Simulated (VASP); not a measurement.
Write the native input for VASP 6.6.1 that does the following.

```
Task                   : single point
Functional             : PBE
Potentials or basis    : VASP PAW PBE potentials, release 64 (Ni, O)
Cutoff                 : 520 eV
k mesh                 : 10 × 10 × 5
Occupations            : gaussian, width 0.05 eV
Spin                   : collinear spin, antiferromagnetic start
Starting moments       : [1.86, -1.86, 0.0, 0.0] μB
Hubbard terms          : Ni d U = 6.2 eV
Dipole correction      : no
Further INCAR settings : ALGO = Normal; EDIFF = 1e-06; NBANDS = 28
```

The structure of NiO lies in POSCAR:

```
NiO
1.0
    0.0000000000      2.1402484722      2.1402484722
    2.1402484722      0.0000000000      2.1402484722
    4.2774884721      4.2774884721      0.0030084724
Ni O
2 2
Direct
    0.0000000000      0.0000000000      0.0000000000
    0.0000000000      0.0000000000      0.5000000000
    0.5000000045      0.5000000045      0.2499999932
    0.4999999955      0.4999999955      0.7500000068
```

The input as run:

INCAR

```
PREC     = Accurate       # precision mode
ENCUT    = 520            # plane-wave cutoff, eV
EDIFF    = 1E-6           # SCF threshold, eV
ISMEAR   = 0              # smearing method
SIGMA    = 0.05           # smearing width, eV
LREAL    = False          # projectors in reciprocal space
LASPH    = True           # aspherical terms in the spheres
NELM     = 150            # most SCF steps
ALGO     = Normal         # electronic algorithm
ISIF     = 2              # what is computed and relaxed
LWAVE    = False          # write WAVECAR
LCHARG   = False          # write CHGCAR
ISPIN    = 2              # spin polarisation
MAGMOM   = 1.86 -1.86 0 0 # initial moments
LORBIT   = 11             # projections on sites
LMAXMIX  = 4              # l up to which the mixer works
LDAU     = True           # DFT+U
LDAUTYPE = 2            
LDAUL    = 2 -1           # shell
LDAUU    = 6.2 0          # U, eV
LDAUJ    = 0 0          
LDAUPRINT= 1            
GGA      = PE             # functional
NBANDS   = 28             # bands
```

KPOINTS

```
regular mesh
0
Gamma
  10 10 5
```

Potentials or basis: VASP PAW PBE potentials, release 64 (Ni, O).

Command:

```console
$ cat potpaw_PBE.64/Ni/POTCAR potpaw_PBE.64/O/POTCAR > POTCAR
$ mpirun -np 1 vasp_std > vasp.out
```

Results of the run:

```
Pressure                                              : -10.8 GPa
Band gap on the k mesh                                : 2.93 eV
Net moment                                            : 0.00 μB per cell
Site moments                                          : Ni +1.76, -1.76; O +0.00 μB
Valence electrons inside the program's atomic spheres : Ni 8.88; O 4.99
```

Caveat: the cell stands under tension; an odd mesh through Γ misses points on the zone boundary, where band edges can lie.

Wall time 2.9 min on 1 thread of Intel Xeon 8259CL, on a shared host, peak memory 0.25 GiB.
